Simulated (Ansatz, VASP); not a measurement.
**BW3: VASP beside Ansatz**

```
CELL_PARAMETERS angstrom
4.16120 0.00000 0.00000
0.00000 4.16120 0.00000
0.00000 0.00000 4.16120
ATOMIC_POSITIONS crystal
B 0.00000 0.00000 0.00000
W 0.50000 0.00000 0.00000
W 0.00000 0.50000 0.00000
W 0.00000 0.00000 0.50000
```

Alike in both runs: functional PBE; k mesh 4 × 4 × 4; occupations gaussian, width 0.1 eV; no spin polarisation.

Ansatz relaxed the structure, and its values are those at the end. VASP's run is a single point on that final structure, the one shown.

|  | VASP | Ansatz |
| --- | --- | --- |
| version | VASP 6.6.1 | Ansatz 0.2.0 |
| potentials or method | VASP PAW PBE potentials, release 64 (B, W_sv), cutoff 520 eV | scalar-relativistic, plane waves, PAW |
| valence electrons in the cell | 45 | 45 |

|  | VASP | Ansatz | Ansatz less VASP |
| --- | --- | --- | --- |
| gap on the k mesh at the Fermi level (eV) | none | none | - |
| pressure (GPa) | 0.0 | -0.2 | -0.24 |

A gap of «none» marks a metal or a gap that the smearing closes.

The k mesh is coarse, so the values compare programs but aren't converged. Spin-orbit coupling is off throughout.
